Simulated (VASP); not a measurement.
# TiB2 (dx) (P6/mmm) in VASP: vibrations by perturbation theory with LDA

Aim: the vibrations by perturbation theory of TiB2 (dx) with LDA.

All numbers are computed with VASP 6.6.1; they aren't measurements. Logs are shortened: lines on timing, memory, paths and dates and some standing lists are left out, and cuts for length are marked.

## Step 1: The cell of the first run

Symmetry: P6/mmm, No. 191, hexagonal system. The conventional cell has a = 3.026 Å, b = 3.026 Å, c = 3.229 Å, α = 90.00°, β = 90.00°, γ = 120.00°. Ti (site symmetry 6/mmm) has 12 B at 2.38 Å and 6 Ti at 3.03 Å within 3.1 Å. B (site symmetry -6m2) has 3 B at 1.75 Å within 2.3 Å.

## Step 2: Vibrations by perturbation theory, LDA

INCAR reads:

```
PREC = Accurate
ENCUT = 520
EDIFF = 1E-8
ISMEAR = -1
SIGMA = 0.15
LREAL = False
LASPH = True
NELM = 80
ALGO = Normal
ISIF = 2
LWAVE = False
LCHARG = False
GGA = CA
IBRION = 8
NSW = 1
```

KPOINTS reads:

```
Automatic mesh
0
Gamma
  15 15 12
```

POSCAR reads:

```
TiB2
1.0
    3.0259273097      0.0000000029      0.0000000000
   -1.5129636574      2.6205299188      0.0000000000
    0.0000000000      0.0000000000      3.2287677100
Ti B
1 2
Direct
    0.0000000000      0.0000000000      0.0000000000
    0.3333333333      0.6666666667      0.5000000000
    0.6666666667      0.3333333333      0.5000000000
```

Potentials or basis: VASP PAW LDA potentials, release 64 (Ti_sv, B).

Run with:

```
cat potpaw_LDA.64/Ti_sv/POTCAR potpaw_LDA.64/B/POTCAR > POTCAR
mpirun -np 1 vasp_std > vasp.out
```

OUTCAR:

```text
PREC = Accurate
   ENCUT = 520
   EDIFF = 1E-8
   ISMEAR = -1
   LREAL = False
   LASPH = True
   NELM = 80
   ISIF = 2
   GGA = CA
   IBRION = 8
   NSW = 1

 ion  position               nearest neighbor table
   1  0.000  0.000  0.000-   2 2.38   3 2.38   2 2.38   3 2.38   3 2.38   3 2.38   2 2.38   2 2.38
                             3 2.38   3 2.38   2 2.38   2 2.38
   2  0.333  0.667  0.500-   3 1.75   3 1.75   3 1.75   1 2.38   1 2.38   1 2.38   1 2.38   1 2.38
                             1 2.38
   3  0.667  0.333  0.500-   2 1.75   2 1.75   2 1.75   1 2.38   1 2.38   1 2.38   1 2.38   1 2.38
                             1 2.38

  LATTYP: Found a hexagonal cell.
 ALAT       =     3.0259273097
 C/A-ratio  =     1.0670341286

  Lattice vectors:

 A1 = (   3.0259273097,   0.0000000029,   0.0000000000)
 A2 = (  -1.5129636574,   2.6205299188,   0.0000000000)
 A3 = (   0.0000000000,   0.0000000000,   3.2287677100)

Analysis of symmetry for initial positions (statically):
=====================================================================
 Subroutine PRICEL returns:
 Original cell was already a primitive cell.

 Routine SETGRP: Setting up the symmetry group for a
 hexagonal supercell.

 Subroutine GETGRP returns: Found 24 space group operations
 (whereof 24 operations were pure point group operations)
 out of a pool of 24 trial point group operations.

The static configuration has the point symmetry D_6h.

Analysis of symmetry for dynamics (positions and initial velocities):
=====================================================================
 Subroutine PRICEL returns:
 Original cell was already a primitive cell.

 Routine SETGRP: Setting up the symmetry group for a
 hexagonal supercell.

 Subroutine GETGRP returns: Found 24 space group operations
 (whereof 24 operations were pure point group operations)
 out of a pool of 24 trial point group operations.

The dynamic configuration has the point symmetry D_6h.

 Subroutine INISYM returns: Found 24 space group operations
 (whereof 24 operations are pure point group operations),
 and found     1 'primitive' translations

----------------------------------------------------------------------------------------

                                     Primitive cell

  volume of cell :      25.6026

  direct lattice vectors                    reciprocal lattice vectors
     3.025927310  0.000000003  0.000000000     0.330477205  0.190801104  0.000000000
    -1.512963657  2.620529919  0.000000000    -0.000000000  0.381602207  0.000000000
     0.000000000  0.000000000  3.228767710     0.000000000  0.000000000  0.309715684

  length of vectors
     3.025927310  3.025927310  3.228767710     0.381602207  0.381602207  0.309715684

  position of ions in fractional coordinates (direct lattice)
     0.000000000  0.000000000  0.000000000
     0.333333333  0.666666667  0.500000000
     0.666666667  0.333333333  0.500000000

  ion indices of the primitive-cell ions
   primitive index   ion index
                 1           1
                 2           2
                 3           3

----------------------------------------------------------------------------------------

 KPOINTS: Automatic mesh

Automatic generation of k-mesh.
 Grid dimensions read from file:
 generate k-points for:   15   15   12
[... 110 lines left out ...]
  free energy    TOTEN  =       -26.90095619 eV

  energy without entropy =      -26.86994457  energy(sigma->0) =      -26.88545038

 E-fermi :   9.9308     XC(G=0): -12.9618

 val. band max:        9.9150709077   @ k =   0.2667   0.2000   0.0000
 cond. band min:       9.9453101890   @ k =   0.0667  -0.0000   0.2500
 fundamental gap:      0.0302392813
 Fermi energy:         9.9307574491

 k-point     1 :       0.0000    0.0000    0.0000
  band No.  band energies     occupation
      1     -46.2916      2.00000
      2     -23.0374      2.00000
      3     -22.7074      2.00000
      4     -22.7074      2.00000
      5      -3.3647      2.00000
      6       7.3595      2.00000
      7       7.3595      2.00000
      8       7.6715      2.00000
      9       7.8211      2.00000
     10      11.8240      0.00001
     11      11.8240      0.00001
     12      13.5835      0.00000
     13      13.5835      0.00000
[... 354 lines left out ...]
  band No.  band energies     occupation
      1     -46.2284      2.00000
      2     -23.0793      2.00000
      3     -22.9591      2.00000
      4     -22.8981      2.00000
      5       1.2312      2.00000
      6       1.2666      2.00000
      7       4.1740      2.00000
      8       7.2257      2.00000
      9       9.3393      1.96197
     10       9.8989      1.10594
     11      11.9365      0.00000
     12      12.6205      0.00000
     13      15.6583      0.00000

 [... further k-points ...]

------------------------ aborting loop because EDIFF is reached ----------------------------------------

  FORCE on cell =-STRESS in cart. coord.  units (eV):
  Direction    XX          YY          ZZ          XY          YZ          ZX
  --------------------------------------------------------------------------------------
  -------------------------------------------------------------------------------------
  Total       -1.4910808     -1.4910808     -1.8616179      0.0000000      0.0000000      0.0000000
  in kB      -93.3098188    -93.3098188   -116.4975293      0.0000000      0.0000000      0.0000000
  external PRESSURE =    -101.0390556 kB  Pullay stress =       0.0000000 kB

 VOLUME and BASIS-vectors are now :
 -----------------------------------------------------------------------------
  energy-cutoff  :      520.00
  volume of cell :       25.60
      direct lattice vectors                 reciprocal lattice vectors
     3.025927310  0.000000003  0.000000000     0.330477205  0.190801104  0.000000000
    -1.512963657  2.620529919  0.000000000    -0.000000000  0.381602207  0.000000000
     0.000000000  0.000000000  3.228767710     0.000000000  0.000000000  0.309715684

 POSITION                                       TOTAL-FORCE (eV/Angst)
 -----------------------------------------------------------------------------------
      0.00000      0.00000      0.00000         0.000000      0.000000     -0.000000
     -0.00000      1.74702      1.61438         0.000000     -0.000000      0.000000
      1.51296      0.87351      1.61438        -0.000000      0.000000     -0.000000
 -----------------------------------------------------------------------------------
    total drift:                               -0.000000      0.000000      0.000000

  FREE ENERGIE OF THE ION-ELECTRON SYSTEM (eV)
  ---------------------------------------------------
  free  energy   TOTEN  =       -26.9009561888 eV

  energy  without entropy=      -26.8699445703  energy(sigma->0) =      -26.88545038

[... ionic steps 2 to 3 ...]

--------------------------------------- Ionic step        4  -------------------------------------------

------------------------ aborting loop because EDIFF is reached ----------------------------------------
[... 11 lines left out ...]
[... ionic steps 8 to 8 ...]

--------------------------------------- Ionic step        9  -------------------------------------------

 Free energy of the ion-electron system (eV)
  ---------------------------------------------------
  ---------------------------------------------------
  free energy    TOTEN  =        -0.04503344 eV

  energy without entropy =       -0.04503344

------------------------ aborting loop because EDIFF is reached ----------------------------------------

 INTERNAL STRAIN TENSOR  FOR ION    2  DIRECTION 3   (eV/Angst):
 -----------------------------------------------------------------------------
    -0.00108  0.00000  0.00000
    -0.00000 -0.00108 -0.00000
     0.00000  0.00000 -0.00234

 INTERNAL STRAIN TENSOR FOR ION    3 for displacements in x,y,z  (eV/Angst):
          X           Y           Z          XY          YZ          ZX
  --------------------------------------------------------------------------------
  x    -0.00000     0.00000    -0.00000     3.26441     0.00000     0.00000
  y     3.26441    -3.26441    -0.00000     0.00000     0.00000     0.00000
  z     0.00000     0.00000     0.00000     0.00000     0.00000     0.00000

 SECOND DERIVATIVES (NOT SYMMETRIZED)
 ------------------------------------
               1X          1Y          1Z          2X          2Y          2Z          3X          3Y          3Z
  1X   -13.862172    0.000000    0.000000    6.931086   -0.000000    0.000000    6.931086   -0.000000    0.000000
  1Y     0.000000  -13.862172    0.000000   -0.000000    6.931086    0.000000   -0.000000    6.931086    0.000000
  1Z    -0.000000    0.000000  -13.419230   -0.000000    0.000000    6.709615   -0.000000   -0.000000    6.709615
  2X     6.914521   -0.000000    0.000000  -18.853840    0.000000    0.000000   11.939319   -0.000000    0.000000
  2Y    -0.000000    6.914521    0.000000    0.000000  -18.853840    0.000000   -0.000000   11.939319    0.000000
  2Z    -0.000000   -0.000000    6.683265    0.000000   -0.000000   -9.434954   -0.000000   -0.000000    2.751689
  3X     6.914521   -0.000000    0.000000   11.939319   -0.000000    0.000000  -18.853840    0.000000    0.000000
  3Y    -0.000000    6.914521    0.000000   -0.000000   11.939319    0.000000    0.000000  -18.853840    0.000000
  3Z    -0.000000   -0.000000    6.683265   -0.000000   -0.000000    2.751689    0.000000   -0.000000   -9.434954

 Eigenvectors and eigenvalues of the dynamical matrix
 ----------------------------------------------------

   1 f  =   26.384260 THz   165.777192 2PiTHz  880.084169 cm-1   109.116481 meV
             X         Y         Z           dx          dy          dz
      0.000000  0.000000  0.000000     0.000000    0.000000    0.000000
     -0.000000  1.747020  1.614384     0.246245   -0.662845   -0.000000
      1.512964  0.873510  1.614384    -0.246245    0.662845    0.000000
[... 43 lines left out ...]
   9 f/i=    0.013507 THz     0.084869 2PiTHz    0.450554 cm-1     0.055862 meV
             X         Y         Z           dx          dy          dz
      0.000000  0.000000  0.000000    -0.000000    0.000000   -0.829492
     -0.000000  1.747020  1.614384    -0.000000    0.000000   -0.394932
      1.512964  0.873510  1.614384    -0.000000    0.000000   -0.394932

--------------------------------------------------------------------------------------------------------

 ELASTIC MODULI CONTR FROM IONIC RELAXATION (kBar)
 Direction    XX          YY          ZZ          XY          YZ          ZX
 --------------------------------------------------------------------------------
 XX         -43.3124     43.3124      0.0000      0.0000      0.0000      0.0000
 YY          43.3124    -43.3124     -0.0000      0.0000      0.0000     -0.0000
 ZZ           0.0000     -0.0000     -0.0000      0.0000      0.0000      0.0000
 XY           0.0000      0.0000      0.0000    -43.3124      0.0000     -0.0000
 YZ           0.0000      0.0000      0.0000      0.0000      0.0000      0.0000
 ZX           0.0000     -0.0000      0.0000     -0.0000      0.0000     -0.0000
 --------------------------------------------------------------------------------
```

It took 7.3 min on 1 thread of Intel Xeon Platinum 8559C (Emerald Rapids), shared host; peak memory 0.73 GiB.

Results:

- Highest phonon frequency at Γ, LO-TO splitting left out: 880 cm⁻¹

Phonon frequencies in cm⁻¹ (negative: imaginary):
```
              q point                    frequencies
(0.000, 0.000, 0.000)  0 0 0 494 503 503 554 880 880
```

Caveat: the cell wasn't relaxed at this level first, which shifts response properties.
